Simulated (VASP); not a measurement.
Write the native input for VASP 6.6.1 that does the following.

```
Task                   : single point
Functional             : PBE
Potentials or basis    : VASP PAW PBE potentials, release 64 (Al, Nb_sv, F)
Cutoff                 : 520 eV
k mesh                 : 12 × 12 × 12
Occupations            : gaussian, width 0.1 eV
Spin                   : no spin polarisation
Dipole correction      : no
Further INCAR settings : ALGO = Fast; EDIFF = 1e-06; NBANDS = 29
```

The structure of NbAl2F3 lies in POSCAR:

```
NbAl2F3
1.0
    2.4413988114      1.4095422610      3.9406811474
   -2.4413988114      1.4095422610      3.9406811474
    0.0000000000     -2.8190845219      3.9406811474
Al Nb F
2 1 3
Direct
    0.7037276396      0.7037276396      0.7037276396
    0.2962723604      0.2962723604      0.2962723604
    0.0000000000      0.0000000000      0.0000000000
    0.0000000000      0.5000000000      0.0000000000
    0.5000000000      0.0000000000      0.0000000000
    0.0000000000      0.0000000000      0.5000000000
```

The cell was generated, and may not be a known phase.

One way to write it, as run:

INCAR

```
SYSTEM = NbAl2F3
ALGO = Fast ; EDIFF = 1E-6
ENCUT = 520 ; GGA = PE
ISIF = 2 ; ISMEAR = 0
LASPH = .TRUE. ; LCHARG = .FALSE.
LREAL = .FALSE. ; LWAVE = .FALSE.
NBANDS = 29 ; NELM = 60
PREC = Accurate ; SIGMA = 0.1
```

KPOINTS

```
k-points
0
G
  12 12 12
  0 0 0
```

Potentials or basis: VASP PAW PBE potentials, release 64 (Al, Nb_sv, F).

Run with:

```sh
$ cat potpaw_PBE.64/Al/POTCAR potpaw_PBE.64/Nb_sv/POTCAR potpaw_PBE.64/F/POTCAR > POTCAR
$ mpirun -np 1 vasp_std > vasp.out
```

Results of the run:

```
Pressure               : -0.2 GPa
Band gap on the k mesh : zero (bands 20 and 21 overlap by 1.11 eV)
```

It took 14 min on 1 thread of AMD EPYC 9755 128-Core Processor (shared host), peak memory 0.46 GiB.
